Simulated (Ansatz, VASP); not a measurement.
One calculation of MnC2, two programs

```
CELL_PARAMETERS angstrom
0.00000 2.90229 2.90229
2.90229 0.00000 2.90229
2.90229 2.90229 0.00000
ATOMIC_POSITIONS crystal
Mn 0.00000 0.00000 0.00000
Mn 0.25000 0.25000 0.25000
C 0.62500 0.62500 0.62500
C 0.12500 0.62500 0.62500
C 0.62500 0.62500 0.12500
C 0.62500 0.12500 0.62500
```

Alike in both runs: functional PBE; k mesh 6 × 6 × 6; occupations gaussian, width 0.1 eV; collinear spin.

Ansatz relaxed the structure, and its values are those at the end. VASP's run is a single point on that final structure, the one shown.

|  | VASP | Ansatz |
| --- | --- | --- |
| version | VASP 6.6.1 | Ansatz 0.2.0 |
| potentials or method | VASP PAW PBE potentials, release 64 (Mn_pv, C), cutoff 520 eV | scalar-relativistic, plane waves, PAW |
| valence electrons in the cell | 42 | 46 |

VASP gave:

- gap on the k mesh at the Fermi level (eV): none
- pressure (GPa): 0.3
- net moment per atom (μB): 0.91
- size of the moment on the site where the two differ most (μB): 2.67

What did Ansatz give for the same quantities?

gap on the k mesh at the Fermi level (eV): none; pressure (GPa): 0.0; net moment per atom (μB): 0.91; size of the moment on the site where the two differ most (μB): 2.58.

Site moments also hang on the region over which each program counts them. A gap of «none» marks a metal or a gap that the smearing closes. VASP's potentials hold 42 valence electrons a cell and Ansatz's 46, so a difference there can come from the potentials and not from the codes.
